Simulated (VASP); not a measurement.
A run of VASP 6.6.1 is set up as follows.

The input INCAR:

```
PREC     = Accurate       # precision mode
ENCUT    = 520            # plane-wave cutoff, eV
EDIFF    = 1E-6           # SCF threshold, eV
ISMEAR   = 0              # smearing method
SIGMA    = 0.05           # smearing width, eV
LREAL    = F              # projectors in reciprocal space
LASPH    = T              # aspherical terms in the spheres
NELM     = 60             # most SCF steps
ALGO     = Normal         # electronic algorithm
ISIF     = 2              # what is computed and relaxed
LWAVE    = F              # write WAVECAR
LCHARG   = F              # write CHGCAR
GGA      = PE             # functional
NBANDS   = 16             # bands
```

KPOINTS

```
regular mesh
0
Gamma
  9 9 6
```

File POSCAR:

```
MgO
1.0
    3.6035011164      0.0000000000      0.0000000000
   -1.8017505582      3.1207235094      0.0000000000
    0.0000000000      0.0000000000      4.3380789682
Mg O
2 2
Direct
    0.6666666667      0.3333333333      0.7500000000
    0.3333333333      0.6666666667      0.2500000000
    0.6666666667      0.3333333333      0.2500000000
    0.3333333333      0.6666666667      0.7500000000
```

Potentials or basis: VASP PAW PBE potentials, release 64 (Mg, O).

Run with:

```sh
$ cat potpaw_PBE.64/Mg/POTCAR potpaw_PBE.64/O/POTCAR > POTCAR
$ mpirun -np 1 vasp_std > vasp.out
```

Question: Predict the pressure.

Answer: -8.0 GPa.

Question: Predict the band gap on the k mesh.

Answer: 2.92 eV, direct.

Stress tensor (GPa, compression positive):
```
-7.86  0.00  0.00
 0.00 -7.86  0.00
 0.00  0.00 -8.36
```
